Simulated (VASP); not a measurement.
Input of a VASP 6.6.1 run:

The input INCAR:

```
SYSTEM = Zr
  PREC = Accurate
  ENCUT = 520
  EDIFF = 1E-7
  ISMEAR = -1
  SIGMA = 0.1
  LREAL = .FALSE.
  LASPH = .TRUE.
  NELM = 80
  ALGO = Normal
  ISIF = 2
  LWAVE = .FALSE.
  LCHARG = .FALSE.
  GGA = RE
  NBANDS = 25
```

Contents of KPOINTS:

```
Automatic mesh
0
G
  8 8 11
  0 0 0
```

File POSCAR:

```
Zr
1.0
    5.2089906034      0.0000000000      0.0000000000
   -2.6044953017      4.5111181906      0.0000000000
    0.0000000000      0.0000000000      3.2436893584
Zr
3
Direct
    1.0000000000      0.0000000000      1.0000000000
    0.3333333333      0.6666666667      0.5000000000
    0.6666666667      0.3333333333      0.5000000000
```

Potentials or basis: VASP PAW PBE potentials, release 64 (Zr_sv).

Command:

```console
$ cat potpaw_PBE.64/Zr_sv/POTCAR > POTCAR
$ mpirun -np 1 vasp_std > vasp.out
```

Predict the band gap on the k mesh.

zero (bands 18 and 19 overlap by 0.47 eV).

Predict the pressure.

-6.1 GPa.

Stress tensor (GPa, compression positive):
```
-6.08  0.00  0.00
 0.00 -6.08  0.00
 0.00  0.00 -6.24
```

Caveat: the cell stands under tension; the PAW data sets were made with another functional, which shifts forces and pressure a little.
